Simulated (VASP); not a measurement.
Here is a VASP 6.6.1 calculation.

File POSCAR:

```
AgCl
1.0
    1.6685000000     -4.9535000000      0.0000000000
    1.6685000000      4.9535000000      0.0000000000
    0.0000000000      0.0000000000      4.0950000000
Ag Cl
2 2
Direct
    0.6020000000      0.3980000000      0.2500000000
    0.3980000000      0.6020000000      0.7500000000
    0.8600000000      0.1400000000      0.2500000000
    0.1459934073      0.8659934073      0.7500000000
```

INCAR.step1

```
ALGO = Normal ; EDIFF = 1E-4
ENCUT = 520 ; GGA = PE
ISMEAR = 0 ; LASPH = T
LCHARG = F ; LREAL = F
LWAVE = T ; NBANDS = 26
NELM = 80 ; PREC = Accurate
SIGMA = 0.01
```

Contents of INCAR.step2:

```
ALGO = Normal ; EDIFF = 1E-6
ENCUT = 520 ; ISIF = 2
ISMEAR = 0 ; ISTART = 1
LASPH = T ; LCHARG = F
LMIXTAU = T ; LREAL = F
LWAVE = F ; METAGGA = R2SCAN
NBANDS = 26 ; NELM = 80
PREC = Accurate ; SIGMA = 0.01
```

KPOINTS

```
k-points
0
Gamma
  6 6 6
```

Potentials or basis: VASP PAW PBE potentials, release 64 (Ag, Cl).

The run is started by

```sh
$ cat potpaw_PBE.64/Ag/POTCAR potpaw_PBE.64/Cl/POTCAR > POTCAR
$ cp INCAR.step1 INCAR
$ mpirun -np 1 vasp_std > vasp.out
$ cp INCAR.step2 INCAR
$ mpirun -np 1 vasp_std > vasp.out
```

(1) What does it give for the band gap on the k mesh?

(2) Predict the largest force.

Results:

(1) 1.26 eV (least direct gap 2.48 eV).

(2) 0.462 eV/Å.

Caveat: the PAW data sets were made with another functional, which shifts forces and pressure a little.
